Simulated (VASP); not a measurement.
Wanted: the native input for a VASP 6.6.1 run.

| Property | Result |
| --- | --- |
| Task | single point |
| Functional | PBE |
| Dispersion | D3(BJ) |
| Potentials or basis | VASP PAW PBE potentials, release 64 (C) |
| Cutoff | 520 eV |
| k mesh | 15 × 15 × 1 |
| Occupations | gaussian, width 0.1 eV |
| Spin | no spin polarisation |
| Dipole correction | yes |
| Further INCAR settings | ALGO = Normal; EDIFF = 1e-06; NBANDS = 31 |

The structure of C lies in POSCAR:

```
C
1.0
    2.4649796689      0.0000000000      0.0000000000
   -1.2324898345      2.1347350131      0.0000000000
    0.0000000000      0.0000000000     28.4768665492
C
10
Direct
    0.0000000000      0.0000000000      0.2633716818
    0.6666666667      0.3333333333      0.2633716735
    0.0000000000      0.0000000000      0.3816858430
    0.3333333333      0.6666666667      0.3816858347
    0.0000000000      0.0000000000      0.5000000041
    0.6666666667      0.3333333333      0.4999999959
    0.0000000000      0.0000000000      0.6183141653
    0.3333333333      0.6666666667      0.6183141570
    0.0000000000      0.0000000000      0.7366283265
    0.6666666667      0.3333333333      0.7366283182
```

The input as run:

INCAR

```
SYSTEM = C
PREC     = Accurate       ! precision mode
ENCUT    = 520            ! plane-wave cutoff, eV
EDIFF    = 1E-6           ! SCF threshold, eV
ISMEAR   = 0              ! smearing method
SIGMA    = 0.1            ! smearing width, eV
LREAL    = .False.        ! projectors in reciprocal space
LASPH    = .True.         ! aspherical terms in the spheres
NELM     = 80             ! most SCF steps
ALGO     = Normal         ! electronic algorithm
ISIF     = 2              ! what is computed and relaxed
LWAVE    = .False.        ! write WAVECAR
LCHARG   = .False.        ! write CHGCAR
LDIPOL   = .True.       
IDIPOL   = 3            
DIPOL    = 0.5 0.5 0.500
GGA      = PE             ! functional
IVDW     = 12             ! dispersion correction
NBANDS   = 31             ! bands
```

KPOINTS

```
regular mesh
0
Gamma
  15 15 1
  0 0 0
```

Potentials or basis: VASP PAW PBE potentials, release 64 (C).

Launch:

```sh
$ cat potpaw_PBE.64/C/POTCAR > POTCAR
$ mpirun -np 1 vasp_std > vasp.out
```

It gave:

```yaml
Largest_force: 0.011 eV/Å
Dispersion_energy_per_atom: -0.141 eV
```

It took 4.3 min on 1 thread of Intel Xeon 8259CL (shared host), peak memory 0.29 GiB.
